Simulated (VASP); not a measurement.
The system is MgC2.

```
Mg C
1.0
     3.95078    0.00000    0.00000
     0.00000    3.95078    0.00000
     0.00000    0.00000    4.98709
Mg C
2 4
Direct
  0.00000 0.00000 0.50000
  0.50000 0.50000 0.00000
  0.38766 0.61235 0.50000
  0.11235 0.11235 0.00000
  0.61235 0.38766 0.50000
  0.88765 0.88765 0.00000
```

* Program: VASP 6.6.1
* Task: relaxation of cell and atoms
* Functional: LDA
* Potentials or basis: VASP PAW LDA potentials, release 64 (Mg_sv, C)
* Cutoff: 840 eV
* k mesh: 5 × 5 × 5
* Occupations: fermi-dirac, width 0.05 eV
* Spin: no spin polarisation

At the start: pressure -5.4 GPa; volume 12.97 Å³/atom.

How do energy, volume and symmetry change on relaxing?

Over 18 steps the energy falls by 12.6 meV/atom and the volume is 12.18 Å³/atom (-6.1 %); space group P4_2/mnm (No. 136, to 0.1 Å) before and after.

The path:
| step | energy change (eV) | largest force (eV/Å) | pressure (GPa) | volume (Å³) |
| --- | --- | --- | --- | --- |
| 1 | 0.0000 | 0.4214 | -5.44 | 77.84 |
| 2 | 0.2525 | 5.8624 | 8.89 | 72.98 |
| 3 | -0.0265 | 0.8251 | -2.51 | 76.64 |
| 4 | -0.0717 | 0.2107 | -0.04 | 73.24 |
| 5 | -0.0721 | 0.1174 | -0.29 | 73.54 |
| 6 | -0.0722 | 0.2882 | 0.79 | 73.08 |
| 7 | -0.0728 | 0.0864 | 0.25 | 73.30 |
| 8 | -0.0740 | 0.0157 | 0.30 | 73.11 |
| 9 | -0.0745 | 0.1170 | 0.41 | 72.75 |
| 10 | -0.0746 | 0.0836 | 0.39 | 72.84 |
| 11 | -0.0751 | 0.0730 | 0.53 | 72.85 |
| 12 | -0.0751 | 0.0823 | 0.53 | 72.85 |
| 13 | -0.0755 | 0.0076 | 0.27 | 72.94 |
| 14 | -0.0755 | 0.0232 | 0.16 | 72.97 |
| 15 | -0.0756 | 0.0013 | 0.15 | 73.00 |
| 16 | -0.0756 | 0.0280 | 0.14 | 73.04 |
| 17 | -0.0756 | 0.0078 | 0.05 | 73.08 |
| 18 | -0.0756 | 0.0030 | 0.00 | 73.10 |

Final structure:
```xyz
6
Lattice="3.8877 0.0000 0.0000 0.0000 3.8877 0.0000 0.0000 0.0000 4.8368" Properties=species:S:1:pos:R:3 pbc="T T T"
Mg    0.0000    0.0000    2.4184
Mg    1.9438    1.9438    0.0000
C     1.5034    2.3842    2.4184
C     0.4404    0.4404    0.0000
C     2.3842    1.5034    2.4184
C     3.4473    3.4473    0.0000
```
